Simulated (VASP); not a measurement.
A run of VASP 6.6.1 is set up as follows.

INCAR

```
SYSTEM = MgSe
PREC     = Accurate       ! precision mode
ENCUT    = 520            ! plane-wave cutoff, eV
EDIFF    = 1E-8           ! SCF threshold, eV
ISMEAR   = -1             ! smearing method
SIGMA    = 0.02           ! smearing width, eV
LREAL    = .FALSE.        ! projectors in reciprocal space
LASPH    = .TRUE.         ! aspherical terms in the spheres
NELM     = 120            ! most SCF steps
ALGO     = Normal         ! electronic algorithm
ISIF     = 2              ! what is computed and relaxed
LWAVE    = .FALSE.        ! write WAVECAR
LCHARG   = .FALSE.        ! write CHGCAR
GGA      = PE             ! functional
LEFG     = .TRUE.       
NBANDS   = 11             ! bands
GGA_COMPAT= .FALSE.
```

Contents of KPOINTS:

```
regular mesh
0
G
  11 11 11
  0 0 0
```

POSCAR

```
MgSe
1.0
    0.0000000000      2.7255000000      2.7255000000
    2.7255000000      0.0000000000      2.7255000000
    2.7255000000      2.7255000000      0.0000000000
Mg Se
1 1
Direct
    0.0000000000      0.0000000000      0.0000000000
    0.5000000000      0.5000000000      0.5000000000
```

Potentials or basis: VASP PAW PBE potentials, release 64 (Mg, Se).

Launch:

```console
$ cat potpaw_PBE.64/Mg/POTCAR potpaw_PBE.64/Se/POTCAR > POTCAR
$ mpirun -np 1 vasp_std > vasp.out
```

(1) What does it give for the band gap on the k mesh?

(2) What does it give for the pressure?

## Answers

(1) 1.89 eV, indirect (least direct gap 2.60 eV).

(2) 1.9 GPa.

Caveat: without QUAD_EFG the Cq values of the log hold for a quadrupole moment of 1 mb, not for the nuclei.
